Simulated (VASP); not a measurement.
**Cs2CrTe6: single point with PBE**

Crystal: Cs2CrTe6.

```
Te Cr Cs
1.0
     0.00000    5.53955    5.53955
     5.53955    0.00000    5.53955
     5.53955    5.53955    0.00000
Te Cr Cs
6 1 2
Direct
  0.80800 0.19200 0.19200
  0.19200 0.80800 0.19200
  0.19200 0.80800 0.80800
  0.80800 0.19200 0.80800
  0.19200 0.19200 0.80800
  0.80800 0.80800 0.19200
  0.00000 0.00000 0.00000
  0.25000 0.25000 0.25000
  0.75000 0.75000 0.75000
```

```json
{"Program": "VASP 6.6.1", "Task": "single point", "Functional": "PBE", "Potentials or basis": "VASP PAW PBE potentials, release 64 (Te, Cr_pv, Cs_sv)", "Cutoff": "500 eV", "k mesh": "6 × 6 × 6", "Occupations": "gaussian, width 0.2395 eV", "Spin": "no spin polarisation", "Dipole correction": "no", "Further INCAR settings": "ALGO = Normal; EDIFF = 1e-06; NBANDS = 43"}
```

```
Pressure               : 21.9 GPa
Largest force          : 10.470 eV/Å
Band gap on the k mesh : zero (bands 33 and 34 overlap by 0.24 eV)
```

Forces on the atoms (eV/Å):
```
Te   10.470   0.000   0.000
Te    0.000  10.470   0.000
Te  -10.470   0.000   0.000
Te    0.000 -10.470   0.000
Te    0.000   0.000  10.470
Te    0.000   0.000 -10.470
Cr    0.000   0.000   0.000
Cs    0.000   0.000   0.000
Cs    0.000   0.000   0.000
```

Levels at points of the mesh, in eV from the Fermi level:
| k point | band 30 | band 31 | band 32 | band 33 | band 34 | band 35 | band 36 | band 37 |
| --- | --- | --- | --- | --- | --- | --- | --- | --- |
| (0.00, 0.00, 0.00) | -0.11 | -0.11 | -0.11 | 0.21 | 0.21 | 0.21 | 0.92 | 0.92 |
| (0.50, 0.00, 0.00) | -1.13 | -0.21 | -0.03 | -0.03 | 0.04 | 0.04 | 0.35 | 0.35 |
| (0.50, 0.50, 0.00) | -1.20 | -0.50 | -0.18 | -0.18 | -0.03 | -0.03 | 0.27 | 0.27 |

It took 19 min on 1 thread of Intel Xeon 8259CL, with other jobs on the host, peak memory 0.63 GiB.

Caveat: the cell stands under pressure; spin-orbit coupling is left out, which moves the levels of the heavy elements; the run has no spin polarisation, though such a crystal can be magnetic; forces of over 1 eV/Å act on the atoms, so gaps and moduli don't describe the material at rest. Spin polarisation is off, so any magnetic state and its effect on volume and gap are missing.
